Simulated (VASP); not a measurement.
# Hf (Pm-3m) in VASP: a series of runs, part 2 of 2

VASP 6.6.1. Earlier steps stand in the parts before.

## Step 5: Single point, PBE

This run uses another cell than the first one, of 23.25 Å³/atom, 0.940 times its volume.

File INCAR:

```
SYSTEM = Hf
ALGO     = Normal         ! electronic algorithm
EDIFF    = 1E-6           ! SCF threshold, eV
ENCUT    = 500            ! plane-wave cutoff, eV
GGA      = PE             ! functional
GGA_COMPAT= .False.      
ISIF     = 2              ! what is computed and relaxed
ISMEAR   = -1             ! smearing method
LASPH    = .True.         ! aspherical terms in the spheres
LCHARG   = .False.        ! write CHGCAR
LREAL    = .False.        ! projectors in reciprocal space
LWAVE    = .False.        ! write WAVECAR
NBANDS   = 11             ! bands
NELM     = 120            ! most SCF steps
PREC     = Accurate       ! precision mode
SIGMA    = 0.05           ! smearing width, eV
```

File KPOINTS:

```
k-points
0
Gamma
  9 9 9
  0 0 0
```

File POSCAR:

```
Hf
1.0
    2.8543277994      0.0000000000      0.0000000000
    0.0000000000      2.8543277994      0.0000000000
    0.0000000000      0.0000000000      2.8543277994
Hf
1
Direct
    0.5000000000      0.5000000000      0.5000000000
```

Potentials or basis: VASP PAW PBE potentials, release 64 (Hf_pv).

Command:

```sh
> cat potpaw_PBE.64/Hf_pv/POTCAR > POTCAR
> mpirun -np 1 vasp_std > vasp.out
```

OUTCAR:

```text
SYSTEM = Hf
   EDIFF = 1E-6
   ENCUT = 500
   GGA = PE
   ISIF = 2
   ISMEAR = -1
   LASPH = .True.
   LREAL = .False.
   NELM = 120
   PREC = Accurate

 ion  position               nearest neighbor table
   1  0.500  0.500  0.500-

  LATTYP: Found a simple cubic cell.
 ALAT       =     2.8543277994

  Lattice vectors:

 A1 = (   2.8543277994,   0.0000000000,   0.0000000000)
 A2 = (   0.0000000000,   2.8543277994,   0.0000000000)
 A3 = (   0.0000000000,   0.0000000000,   2.8543277994)

Analysis of symmetry for initial positions (statically):
=====================================================================
 Subroutine PRICEL returns:
 Original cell was already a primitive cell.

 Routine SETGRP: Setting up the symmetry group for a
 simple cubic supercell.

 Subroutine GETGRP returns: Found 48 space group operations
 (whereof 48 operations were pure point group operations)
 out of a pool of 48 trial point group operations.

The static configuration has the point symmetry O_h .

Analysis of symmetry for dynamics (positions and initial velocities):
[... 160 lines left out ...]

 val. band max:        4.1378476631   @ k =   0.4444   0.4444   0.1111
 cond. band min:       4.2129708163   @ k =   0.4444   0.1111   0.1111
 fundamental gap:      0.0751231532
 Fermi energy:         4.1538107538

 k-point     1 :       0.0000    0.0000    0.0000
  band No.  band energies     occupation
      1     -25.5387      2.00000
      2     -25.5387      2.00000
      3     -25.5387      2.00000
      4      -2.4503      2.00000
      5       2.6644      2.00000
      6       2.6644      2.00000
      7      11.1443      0.00000
      8      11.1443      0.00000
      9      11.1443      0.00000
     10      17.5368      0.00000
     11      17.6339      0.00000
[... 309 lines left out ...]
 k-point    24 :       0.4444    0.3333    0.1111
  band No.  band energies     occupation
      1     -26.4896      2.00000
      2     -26.2356      2.00000
      3     -25.4966      2.00000
      4       1.8454      2.00000
      5       3.6474      1.99992
      6       6.3583      0.00000
      7       6.6415      0.00000
      8       8.7770      0.00000
      9      10.0133      0.00000
     10      14.5560      0.00000
     11      17.4336      0.00000

 [... further k-points ...]
[... 5 lines left out ...]
  --------------------------------------------------------------------------------------
  -------------------------------------------------------------------------------------
  Total        0.7109311      0.7109311      0.7109311      0.0000000      0.0000000     -0.0000000
  in kB       48.9808757     48.9808757     48.9808757      0.0000000      0.0000000     -0.0000000
  external PRESSURE =      48.9808757 kB  Pullay stress =       0.0000000 kB

 VOLUME and BASIS-vectors are now :
 -----------------------------------------------------------------------------
  energy-cutoff  :      500.00
  volume of cell :       23.25
      direct lattice vectors                 reciprocal lattice vectors
     2.854327799  0.000000000  0.000000000     0.350345185  0.000000000  0.000000000
     0.000000000  2.854327799  0.000000000     0.000000000  0.350345185  0.000000000
     0.000000000  0.000000000  2.854327799     0.000000000  0.000000000  0.350345185

 POSITION                                       TOTAL-FORCE (eV/Angst)
 -----------------------------------------------------------------------------------
      1.42716      1.42716      1.42716         0.000000      0.000000      0.000000
 -----------------------------------------------------------------------------------
    total drift:                                0.000000     -0.000000     -0.000000

  FREE ENERGIE OF THE ION-ELECTRON SYSTEM (eV)
  ---------------------------------------------------
  free  energy   TOTEN  =        -8.8416166798 eV

  energy  without entropy=       -8.8280958990  energy(sigma->0) =       -8.83485629
```

stdout:

```text
POSCAR found type information on POSCAR Hf
 POSCAR found :  1 types and       1 ions
 scaLAPACK will be used
 LDA part: xc-table for (Slater+PW92), standard interpolation
 POSCAR, INCAR and KPOINTS ok, starting setup
 FFT: planning ... GRIDC
 FFT: planning ... GRID_SOFT
 FFT: planning ... GRID
 WAVECAR not read
 entering main loop
```

Wall time 13 s (1 thread of Intel Xeon 8259CL, shared host); peak memory 0.14 GiB.

Results:

| Property | Result |
| --- | --- |
| Free energy | -8.8416 eV |
| Pressure | 4.9 GPa |
| Band gap on the k mesh | zero (band 5 reaches 4.93 eV, above the bottom of band 6 at 2.66 eV) |

Caveat: spin-orbit coupling is left out, which moves the levels of the heavy elements.

## Step 6: Single point, PBE

This run uses another cell than the first one, of 25.73 Å³/atom, 1.040 times its volume.

File INCAR:

```
  PREC = Accurate
  ENCUT = 500
  EDIFF = 1E-6
  ISMEAR = -1
  SIGMA = 0.05
  LREAL = False
  LASPH = True
  NELM = 120
  ALGO = Normal
  ISIF = 2
  LWAVE = False
  LCHARG = True
  GGA = PE
  LELF = True
  LVHAR = True
  NBANDS = 11
  GGA_COMPAT = False
```

File KPOINTS:

```
regular mesh
0
Gamma
  9 9 9
```

File POSCAR:

```
Hf
1.0
    2.9521540024      0.0000000000      0.0000000000
    0.0000000000      2.9521540024      0.0000000000
    0.0000000000      0.0000000000      2.9521540024
Hf
1
Direct
    0.5000000000      0.5000000000      0.5000000000
```

Potentials or basis: VASP PAW PBE potentials, release 64 (Hf_pv).

Command:

```sh
> cat potpaw_PBE.64/Hf_pv/POTCAR > POTCAR
> mpirun -np 1 vasp_std > vasp.out
```

OUTCAR:

```text
PREC = Accurate
   ENCUT = 500
   EDIFF = 1E-6
   ISMEAR = -1
   LREAL = False
   LASPH = True
   NELM = 120
   ISIF = 2
   GGA = PE

 ion  position               nearest neighbor table
   1  0.500  0.500  0.500-

  LATTYP: Found a simple cubic cell.
 ALAT       =     2.9521540024

  Lattice vectors:

 A1 = (   2.9521540024,   0.0000000000,   0.0000000000)
 A2 = (   0.0000000000,   2.9521540024,   0.0000000000)
 A3 = (   0.0000000000,   0.0000000000,   2.9521540024)

Analysis of symmetry for initial positions (statically):
=====================================================================
 Subroutine PRICEL returns:
 Original cell was already a primitive cell.

 Routine SETGRP: Setting up the symmetry group for a
 simple cubic supercell.

 Subroutine GETGRP returns: Found 48 space group operations
 (whereof 48 operations were pure point group operations)
 out of a pool of 48 trial point group operations.

The static configuration has the point symmetry O_h .

[... 162 lines left out ...]
 fundamental gap:      0.0395330716
 Fermi energy:         3.5161968783

 k-point     1 :       0.0000    0.0000    0.0000
  band No.  band energies     occupation
      1     -26.5079      2.00000
      2     -26.5079      2.00000
      3     -26.5079      2.00000
      4      -2.7927      2.00000
      5       2.2603      2.00000
      6       2.2603      2.00000
      7       9.7846      0.00000
      8       9.7846      0.00000
      9       9.7846      0.00000
     10      16.0625      0.00000
     11      16.0625      0.00000
[... 309 lines left out ...]
 k-point    24 :       0.4444    0.3333    0.1111
  band No.  band energies     occupation
      1     -27.2095      2.00000
      2     -27.0218      2.00000
      3     -26.4792      2.00000
      4       1.5384      2.00000
      5       2.9242      1.99999
      6       5.5651      0.00000
      7       5.7310      0.00000
      8       7.6624      0.00000
      9       8.6929      0.00000
     10      12.8277      0.00000
     11      15.8926      0.00000

 [... further k-points ...]

------------------------ aborting loop because EDIFF is reached ----------------------------------------

  FORCE on cell =-STRESS in cart. coord.  units (eV):
  Direction    XX          YY          ZZ          XY          YZ          ZX
  --------------------------------------------------------------------------------------
  -------------------------------------------------------------------------------------
  Total       -0.4781987     -0.4781987     -0.4781987     -0.0000000     -0.0000000      0.0000000
  in kB      -29.7784385    -29.7784385    -29.7784385     -0.0000000     -0.0000000      0.0000000
  external PRESSURE =     -29.7784385 kB  Pullay stress =       0.0000000 kB

 VOLUME and BASIS-vectors are now :
 -----------------------------------------------------------------------------
  energy-cutoff  :      500.00
  volume of cell :       25.73
      direct lattice vectors                 reciprocal lattice vectors
     2.952154002  0.000000000  0.000000000     0.338735716  0.000000000  0.000000000
     0.000000000  2.952154002  0.000000000     0.000000000  0.338735716  0.000000000
     0.000000000  0.000000000  2.952154002     0.000000000  0.000000000  0.338735716

 POSITION                                       TOTAL-FORCE (eV/Angst)
 -----------------------------------------------------------------------------------
      1.47608      1.47608      1.47608         0.000000      0.000000      0.000000
 -----------------------------------------------------------------------------------
    total drift:                                0.000000     -0.000000     -0.000000

  FREE ENERGIE OF THE ION-ELECTRON SYSTEM (eV)
  ---------------------------------------------------
  free  energy   TOTEN  =        -8.8531427309 eV

  energy  without entropy=       -8.8404851115  energy(sigma->0) =       -8.84681392
```

OSZICAR:

```text
N       E                     dE             d eps       ncg     rms          rms(c)
DAV:   1     0.135875007516E+02    0.13588E+02   -0.57950E+03   778   0.807E+02
DAV:   2    -0.858050617589E+01   -0.22168E+02   -0.21394E+02   907   0.148E+02
DAV:   3    -0.912811277262E+01   -0.54761E+00   -0.54470E+00   914   0.164E+01
DAV:   4    -0.913125897370E+01   -0.31462E-02   -0.31456E-02   925   0.157E+00
DAV:   5    -0.913128555656E+01   -0.26583E-04   -0.26583E-04   936   0.123E-01    0.315E+01
DAV:   6    -0.890741198419E+01    0.22387E+00   -0.23272E-01   854   0.319E+00    0.183E+01
DAV:   7    -0.885702946254E+01    0.50383E-01   -0.26068E-01   893   0.332E+00    0.126E+00
DAV:   8    -0.885310235385E+01    0.39271E-02   -0.21691E-02   865   0.956E-01    0.204E-01
DAV:   9    -0.885313473976E+01   -0.32386E-04   -0.35374E-04   962   0.154E-01    0.680E-02
DAV:  10    -0.885314427849E+01   -0.95387E-05   -0.30125E-05   910   0.444E-02    0.393E-02
DAV:  11    -0.885314273161E+01    0.15469E-05   -0.53962E-06   914   0.172E-02    0.303E-03
DAV:  12    -0.885314273085E+01    0.75511E-09   -0.10597E-07   559   0.302E-03
   1 F= -.88531427E+01 E0= -.88468139E+01  d E =-.126576E-01
```

It took 8.5 s on 1 thread of Intel Xeon 8259CL, shared host; peak memory 0.14 GiB.

Results:

| Item | Value |
| --- | --- |
| Free energy | -8.8531 eV |
| Pressure | -3.0 GPa |
| Band gap on the k mesh | zero (band 5 reaches 4.21 eV, above the bottom of band 6 at 2.26 eV) |

Caveat: spin-orbit coupling is left out, which moves the levels of the heavy elements.

## Step 7: The runs side by side

```csv
level,cell,k mesh,cutoff (eV),grid for exact exchange (PRECFOCK),share of exact exchange,screening parameter,gap on the mesh (eV),pressure (GPa)
PBE-based screened hybrid,"a = 2.914 Å, 1 atom",5 × 5 × 5,520,Normal,0.25,0.3 1/Å,none,0.1
PBE-based screened hybrid,"a = 2.932 Å, 1 atom",5 × 5 × 5,520,Normal,0.25,0.3 1/Å,none,-1.5
B3LYP,"a = 2.952 Å, 1 atom",5 × 5 × 5,520,Normal,-,-,none,-1.0
PBE,"a = 2.854 Å, 1 atom",9 × 9 × 9,500,-,-,-,none,4.9
PBE,"a = 2.952 Å, 1 atom",9 × 9 × 9,500,-,-,-,none,-3.0
```

Alike in all rows: task single point; potentials or basis VASP PAW PBE potentials, release 64 (Hf_pv); no spin polarisation; smearing fermi-dirac 0.05 eV.

Caveats: some runs use coarse meshes; spin-orbit coupling is left out, which moves the levels of the heavy elements; the PAW data sets were made with another functional, which shifts forces and pressure a little (some runs).

Total energies depend on the potentials used, so only differences within one code and one set of settings carry meaning.
